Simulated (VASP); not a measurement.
ScAl3As4, 8 atoms in the cell. The structure is trigonal, space group P3m1 (No. 156). The conventional cell has a = 4.009 Å, b = 4.009 Å, c = 13.412 Å, α = 90.00°, β = 90.00°, γ = 120.00°. Within 3.5 Å of Sc (site symmetry 3m) lie 6 As at 2.62 to 3.09 Å and 1 Al at 3.12 Å. Al (site symmetry 3m) has 4 As at 2.45 to 2.55 Å and 1 Sc at 3.12 Å within 3.2 Å. Al (site symmetry 3m) has 4 As at 2.45 to 2.47 Å within 3.2 Å. Within 3.2 Å of Al (site symmetry 3m) lie 4 As at 2.43 to 2.47 Å. Within 3.4 Å of As (site symmetry 3m) lie 3 Al at 2.55 Å and 3 Sc at 3.09 Å. Within 3.2 Å of As (site symmetry 3m) lie 4 Al at 2.45 to 2.47 Å. As (site symmetry 3m) has 4 Al at 2.45 to 2.47 Å within 3.2 Å. As (site symmetry 3m) has 1 Al at 2.43 Å and 3 Sc at 2.62 Å within 3.2 Å. 

* Program: VASP 6.6.1
* Task: single point
* Functional: r2SCAN
* Potentials or basis: VASP PAW PBE potentials, release 64 (Sc_sv, Al, As)
* Cutoff: 520 eV
* k mesh: 12 × 12 × 2
* Occupations: gaussian, width 0.02 eV
* Spin: no spin polarisation
* Dipole correction: no
* Further INCAR settings: ALGO = Normal; EDIFF = 1e-06; NBANDS = 30

Potentials or basis: VASP PAW PBE potentials, release 64 (Sc_sv, Al, As).

Run with:

```bash
$ cat potpaw_PBE.64/Sc_sv/POTCAR potpaw_PBE.64/Al/POTCAR potpaw_PBE.64/As/POTCAR > POTCAR
$ cp INCAR.step1 INCAR
$ mpirun -np 1 vasp_std > vasp.out
$ cp INCAR.step2 INCAR
$ mpirun -np 1 vasp_std > vasp.out
```

Hardware: 1 thread of AMD EPYC 9R14 (Zen 4) (shared host).

Question: Estimate the wall time of this run.

Answer: Run time: 16 min on 1 thread of AMD EPYC 9R14 (Zen 4), with other jobs on the host, peak memory 0.42 GiB. Counts: k points 38.
